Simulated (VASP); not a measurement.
Wanted: the native input for a VASP 6.6.1 run.

- Task: single point
- Functional: r2SCAN
- Potentials or basis: VASP PAW PBE potentials, release 64 (Ta_pv, N)
- Cutoff: 520 eV
- k mesh: 24 × 24 × 18
- Occupations: gaussian, width 0.15 eV
- Spin: no spin polarisation
- Dipole correction: no
- Further INCAR settings: ALGO = Normal; EDIFF = 1e-06; NBANDS = 15

The system is TaN.

```
Ta N
1.0
     3.10155    0.00000    0.00000
    -1.55077    2.68602    0.00000
     0.00000    0.00000    2.58697
Ta N
1 1
Direct
  0.33333 0.66667 0.50000
  0.00000 0.00000 0.00000
```

This cell differs from its parent crystal: ratio of the length along z to the lengths across it x 0.85, volume and fractional coordinates fixed.

The input as run:

POSCAR

```
TaN
1.0
    3.1015490049      0.0000000000      0.0000000000
   -1.5507745025      2.6860202293      0.0000000000
    0.0000000000      0.0000000000      2.5869652373
Ta N
1 1
Direct
    0.3333333333      0.6666666667      0.5000000000
    0.0000000000      0.0000000000      0.0000000000
```

INCAR.step1

```
SYSTEM = TaN
PREC = Accurate
ENCUT = 520
ISMEAR = 0
SIGMA = 0.15
LREAL = .False.
LASPH = .True.
NELM = 80
NBANDS = 15
GGA = PE
ALGO = Normal
EDIFF = 1E-4
LWAVE = .True.
LCHARG = .False.
```

INCAR.step2

```
SYSTEM = TaN
PREC = Accurate
ENCUT = 520
EDIFF = 1E-6
ISMEAR = 0
SIGMA = 0.15
LREAL = .False.
LASPH = .True.
NELM = 80
ALGO = Normal
ISIF = 2
LWAVE = .False.
LCHARG = .False.
METAGGA = R2SCAN
LMIXTAU = .True.
NBANDS = 15
ISTART = 1
```

KPOINTS

```
Automatic mesh
0
Gamma
  24 24 18
  0 0 0
```

Potentials or basis: VASP PAW PBE potentials, release 64 (Ta_pv, N).

Launch:

```console
$ cat potpaw_PBE.64/Ta_pv/POTCAR potpaw_PBE.64/N/POTCAR > POTCAR
$ cp INCAR.step1 INCAR
$ mpirun -np 1 vasp_std > vasp.out
$ cp INCAR.step2 INCAR
$ mpirun -np 1 vasp_std > vasp.out
```

It gave:

```yaml
Pressure: 12.9 GPa
Band_gap_on_the_k_mesh: zero (bands 8 and 9 overlap by 0.90 eV)
```

Caveat: the cell stands under pressure; the PAW data sets were made with another functional, which shifts forces and pressure a little; spin-orbit coupling is left out, which moves the levels of the heavy elements.

Run time: 4.7 min on 1 thread of Intel(R) Xeon(R) Platinum 8488C (Sapphire Rapids), on a shared host, peak memory 0.31 GiB.
